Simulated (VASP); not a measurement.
# CuI (F-43m) in VASP: a series of runs, part 2 of 3

VASP 6.6.1.

### 3 Vibrations by perturbation theory, PBEsol

This run uses another cell than the first one, of 24.48 Å³/atom.

The input, INCAR:

```
PREC = Accurate
ENCUT = 520
EDIFF = 1E-8
ISMEAR = 0
SIGMA = 0.01
LREAL = False
LASPH = True
NELM = 100
ALGO = Normal
ISIF = 2
LWAVE = False
LCHARG = True
GGA = PS
NBANDS = 16
IBRION = 8
NSW = 1
```

The input, KPOINTS:

```
regular mesh
0
Gamma
  6 6 6
```

The input, POSCAR:

```
CuI
1.0
    2.9036390817      2.9036390817      0.0000000000
   -2.9036390817      2.9036390817      0.0000000000
    0.0000000000      2.9036390817      2.9036390817
Cu I
1 1
Direct
    0.7500000000      0.2500000000      0.5000000000
    0.0000000000      0.0000000000      0.0000000000
```

Potentials or basis: VASP PAW PBE potentials, release 64 (Cu, I).

Started as:

```bash
$ cat potpaw_PBE.64/Cu/POTCAR potpaw_PBE.64/I/POTCAR > POTCAR
$ mpirun -np 1 vasp_std > vasp.out
```

OUTCAR:

```text
PREC = Accurate
   ENCUT = 520
   EDIFF = 1E-8
   ISMEAR = 0
   LREAL = False
   LASPH = True
   NELM = 100
   ISIF = 2
   GGA = PS
   IBRION = 8
   NSW = 1

 ion  position               nearest neighbor table
   1  0.750  0.250  0.500-   2 2.51   2 2.51   2 2.51   2 2.51
   2  0.000  0.000  0.000-   1 2.51   1 2.51   1 2.51   1 2.51

  LATTYP: Found a face centered cubic cell.
 ALAT       =     5.8072781634

  Lattice vectors:

 A1 = (   0.0000000000,   2.9036390817,   2.9036390817)
 A2 = (   2.9036390817,   0.0000000000,   2.9036390817)
 A3 = (   2.9036390817,   2.9036390817,   0.0000000000)

Analysis of symmetry for initial positions (statically):
=====================================================================
 Subroutine PRICEL returns:
 Original cell was already a primitive cell.

 Routine SETGRP: Setting up the symmetry group for a
 face centered cubic supercell.

 Subroutine GETGRP returns: Found 24 space group operations
 (whereof 24 operations were pure point group operations)
 out of a pool of 48 trial point group operations.

The static configuration has the point symmetry T_d .

Analysis of symmetry for dynamics (positions and initial velocities):
=====================================================================
 Subroutine PRICEL returns:
 Original cell was already a primitive cell.

 Routine SETGRP: Setting up the symmetry group for a
 face centered cubic supercell.

 Subroutine GETGRP returns: Found 24 space group operations
 (whereof 24 operations were pure point group operations)
[... 478 lines left out ...]
 -----------------------------------------------------------------------------------
    total drift:                                0.000000     -0.000000     -0.000000

  FREE ENERGIE OF THE ION-ELECTRON SYSTEM (eV)
  ---------------------------------------------------
  free  energy   TOTEN  =        -6.2742386974 eV

  energy  without entropy=       -6.2742386974  energy(sigma->0) =       -6.27423870

[... ionic steps 2 to 3 ...]

--------------------------------------- Ionic step        4  -------------------------------------------

------------------------ aborting loop because EDIFF is reached ----------------------------------------

[... ionic steps 5 to 6 ...]

--------------------------------------- Ionic step        7  -------------------------------------------

 Free energy of the ion-electron system (eV)
  ---------------------------------------------------
  ---------------------------------------------------
  free energy    TOTEN  =        -0.07674683 eV

  energy without entropy =       -0.07674683

------------------------ aborting loop because EDIFF is reached ----------------------------------------

 INTERNAL STRAIN TENSOR  FOR ION    2  DIRECTION 1   (eV/Angst):
 -----------------------------------------------------------------------------
     0.04373  0.00000  0.00000
     0.00000 -0.05341 -6.72896
     0.00000 -6.72896 -0.05341

 INTERNAL STRAIN TENSOR FOR ION    2 for displacements in x,y,z  (eV/Angst):
          X           Y           Z          XY          YZ          ZX
  --------------------------------------------------------------------------------
  x     0.00000     0.00000     0.00000     0.00000    -6.72896     0.00000
  y     0.00000    -0.00000     0.00000     0.00000     0.00000    -6.72896
  z     0.00000     0.00000     0.00000    -6.72896     0.00000     0.00000

 SECOND DERIVATIVES (NOT SYMMETRIZED)
 ------------------------------------
               1X          1Y          1Z          2X          2Y          2Z
  1X    -4.580414    0.000000   -0.000000    4.580414   -0.000000    0.000000
  1Y    -0.000000   -4.580414    0.000000    0.000000    4.580414   -0.000000
  1Z    -0.000000    0.000000   -4.580414    0.000000   -0.000000    4.580414
  2X     4.605225   -0.000000    0.000000   -4.605225    0.000000   -0.000000
  2Y     0.000000    4.605225   -0.000000   -0.000000   -4.605225    0.000000
  2Z     0.000000   -0.000000    4.605225   -0.000000    0.000000   -4.605225

 Eigenvectors and eigenvalues of the dynamical matrix
 ----------------------------------------------------

   1 f  =    5.146409 THz    32.335840 2PiTHz  171.665716 cm-1    21.283827 meV
             X         Y         Z           dx          dy          dz
      1.451820  4.355459  1.451820     0.000161    0.815558    0.000000
      0.000000  0.000000  0.000000    -0.000115   -0.578675    0.000000
[... 21 lines left out ...]
   6 f/i=    0.006561 THz     0.041222 2PiTHz    0.218838 cm-1     0.027132 meV
             X         Y         Z           dx          dy          dz
      1.451820  4.355459  1.451820     0.111331    0.567865    0.000000
      0.000000  0.000000  0.000000     0.156905    0.800322    0.000000

--------------------------------------------------------------------------------------------------------

 ELASTIC MODULI CONTR FROM IONIC RELAXATION (kBar)
 Direction    XX          YY          ZZ          XY          YZ          ZX
 --------------------------------------------------------------------------------
 XX          -0.0000      0.0000      0.0000     -0.0000      0.0000      0.0000
 YY           0.0000     -0.0000      0.0000     -0.0000     -0.0000     -0.0000
 ZZ           0.0000      0.0000     -0.0000      0.0000     -0.0000      0.0000
 XY          -0.0000     -0.0000      0.0000   -335.2738     -0.0000      0.0000
 YZ           0.0000     -0.0000     -0.0000     -0.0000   -335.2738     -0.0000
 ZX           0.0000     -0.0000      0.0000      0.0000     -0.0000   -335.2738
 --------------------------------------------------------------------------------
```

Run time: 4.3 min. Hardware: 1 thread of Intel Xeon 8259CL, shared host; peak memory 0.26 GiB.

What came out:

| Property | Result |
| --- | --- |
| Highest phonon frequency at Γ, LO-TO splitting left out | 172 cm⁻¹ |

Phonon frequencies in cm⁻¹ (negative: imaginary):
```
              q point        frequencies
(0.000, 0.000, 0.000)  0 0 0 172 172 172
```

Caveat: the cell stands under pressure or tension, which shifts response properties; the PAW data sets were made with another functional, which shifts forces and pressure a little; spin-orbit coupling is left out, which moves the levels of the heavy elements.

### 4 Vibrations by perturbation theory, PBEsol

This run uses another cell than the first one, of 25.26 Å³/atom.

The input, INCAR:

```
SYSTEM = CuI
PREC = Accurate
ENCUT = 520
EDIFF = 1E-8
ISMEAR = 0
SIGMA = 0.01
LREAL = .False.
LASPH = .True.
NELM = 60
ALGO = Normal
ISIF = 2
LWAVE = .False.
LCHARG = .False.
GGA = PS
IBRION = 8
NSW = 1
```

The input, KPOINTS:

```
Automatic mesh
0
Gamma
  6 6 6
  0 0 0
```

The input, POSCAR:

```
CuI
1.0
    2.9340139393      2.9340139393      0.0000000000
   -2.9340139393      2.9340139393      0.0000000000
    0.0000000000      2.9340139393      2.9340139393
Cu I
1 1
Direct
    0.7500000000      0.2500000000      0.5000000000
    0.0000000000      0.0000000000      0.0000000000
```

Potentials or basis: VASP PAW PBE potentials, release 64 (Cu, I).

Started as:

```bash
$ cat potpaw_PBE.64/Cu/POTCAR potpaw_PBE.64/I/POTCAR > POTCAR
$ mpirun -np 1 vasp_std > vasp.out
```

OUTCAR:

```text
SYSTEM = CuI
   PREC = Accurate
   ENCUT = 520
   EDIFF = 1E-8
   ISMEAR = 0
   LREAL = .False.
   LASPH = .True.
   NELM = 60
   ISIF = 2
   GGA = PS
   IBRION = 8
   NSW = 1

 ion  position               nearest neighbor table
   1  0.750  0.250  0.500-   2 2.54   2 2.54   2 2.54   2 2.54
   2  0.000  0.000  0.000-   1 2.54   1 2.54   1 2.54   1 2.54

  LATTYP: Found a face centered cubic cell.
 ALAT       =     5.8680278786

  Lattice vectors:

 A1 = (   0.0000000000,   2.9340139393,   2.9340139393)
 A2 = (   2.9340139393,   0.0000000000,   2.9340139393)
 A3 = (   2.9340139393,   2.9340139393,   0.0000000000)

Analysis of symmetry for initial positions (statically):
=====================================================================
 Subroutine PRICEL returns:
 Original cell was already a primitive cell.

[... 475 lines left out ...]

 INTERNAL STRAIN TENSOR  FOR ION    2  DIRECTION 1   (eV/Angst):
 -----------------------------------------------------------------------------
     0.04202  0.00000  0.00000
     0.00000 -0.05182 -5.53956
     0.00000 -5.53956 -0.05182

 INTERNAL STRAIN TENSOR FOR ION    2 for displacements in x,y,z  (eV/Angst):
          X           Y           Z          XY          YZ          ZX
  --------------------------------------------------------------------------------
  x     0.00000     0.00000     0.00000     0.00000    -5.53956     0.00000
  y     0.00000     0.00000     0.00000     0.00000     0.00000    -5.53956
  z     0.00000     0.00000     0.00000    -5.53956     0.00000     0.00000

 SECOND DERIVATIVES (NOT SYMMETRIZED)
 ------------------------------------
               1X          1Y          1Z          2X          2Y          2Z
  1X    -3.908976    0.000000    0.000000    3.908976    0.000000    0.000000
  1Y     0.000000   -3.908976    0.000000    0.000000    3.908976    0.000000
  1Z     0.000000    0.000000   -3.908976    0.000000    0.000000    3.908976
  2X     3.958590   -0.000000    0.000000   -3.958590    0.000000   -0.000000
  2Y     0.000000    3.958590   -0.000000   -0.000000   -3.958590    0.000000
  2Z     0.000000   -0.000000    3.958590   -0.000000    0.000000   -3.958590

 Eigenvectors and eigenvalues of the dynamical matrix
 ----------------------------------------------------

   1 f  =    4.760040 THz    29.908210 2PiTHz  158.777827 cm-1    19.685933 meV
             X         Y         Z           dx          dy          dz
      1.467007  4.401021  1.467007     0.000000    0.054938   -0.812716
      0.000000  0.000000  0.000000     0.000000   -0.039122    0.578744
[... 21 lines left out ...]
   6 f/i=    0.014183 THz     0.089117 2PiTHz    0.473105 cm-1     0.058658 meV
             X         Y         Z           dx          dy          dz
      1.467007  4.401021  1.467007     0.053412   -0.575126   -0.053412
      0.000000  0.000000  0.000000     0.075005   -0.807634   -0.075005

--------------------------------------------------------------------------------------------------------

 ELASTIC MODULI CONTR FROM IONIC RELAXATION (kBar)
 Direction    XX          YY          ZZ          XY          YZ          ZX
 --------------------------------------------------------------------------------
 XX          -0.0000      0.0000      0.0000     -0.0000      0.0000      0.0000
 YY           0.0000     -0.0000     -0.0000     -0.0000     -0.0000      0.0000
 ZZ           0.0000     -0.0000     -0.0000      0.0000     -0.0000      0.0000
 XY          -0.0000     -0.0000      0.0000   -258.8858      0.0000     -0.0000
 YZ           0.0000     -0.0000     -0.0000      0.0000   -258.8858      0.0000
 ZX           0.0000      0.0000      0.0000     -0.0000      0.0000   -258.8858
 --------------------------------------------------------------------------------
```

OSZICAR:

```text
N       E                     dE             d eps       ncg     rms          rms(c)
DAV:   1     0.101841726168E+03    0.10184E+03   -0.76873E+03   416   0.151E+03
DAV:   2     0.814783235064E+00   -0.10103E+03   -0.95179E+02   426   0.275E+02
[... 51 lines left out ...]
RMM:  10    -0.771708460365E-01   -0.12745E-07   -0.46454E-08  2100   0.299E-04    0.237E-04
RMM:  11    -0.771706419581E-01    0.20408E-06   -0.45668E-08  1978   0.139E-04    0.119E-04
RMM:  12    -0.771705051533E-01    0.13680E-06   -0.69266E-09  1926   0.662E-05    0.580E-05
RMM:  13    -0.771704587021E-01    0.46451E-07   -0.51682E-10  2089   0.259E-05    0.848E-06
RMM:  14    -0.771703934160E-01    0.65286E-07    0.42106E-10  1999   0.145E-05    0.963E-06
RMM:  15    -0.771704005818E-01   -0.71658E-08   -0.25073E-09  2017   0.631E-06    0.413E-06
 Linear response finished
```

Run time: 3.9 min. Hardware: 1 thread of Intel Xeon 8259CL, shared host; peak memory 0.25 GiB.

What came out:

```yaml
Highest_phonon_frequency_at_Γ_LO-TO_splitting_left_out: 159 cm⁻¹
```

Phonon frequencies in cm⁻¹ (negative: imaginary):
```tsv
q point	frequencies
(0.000, 0.000, 0.000)	0 0 0 159 159 159
```

Caveat: the cell stands under pressure or tension, which shifts response properties; the PAW data sets were made with another functional, which shifts forces and pressure a little; spin-orbit coupling is left out, which moves the levels of the heavy elements.

(Part 2 of 3 ends here.)
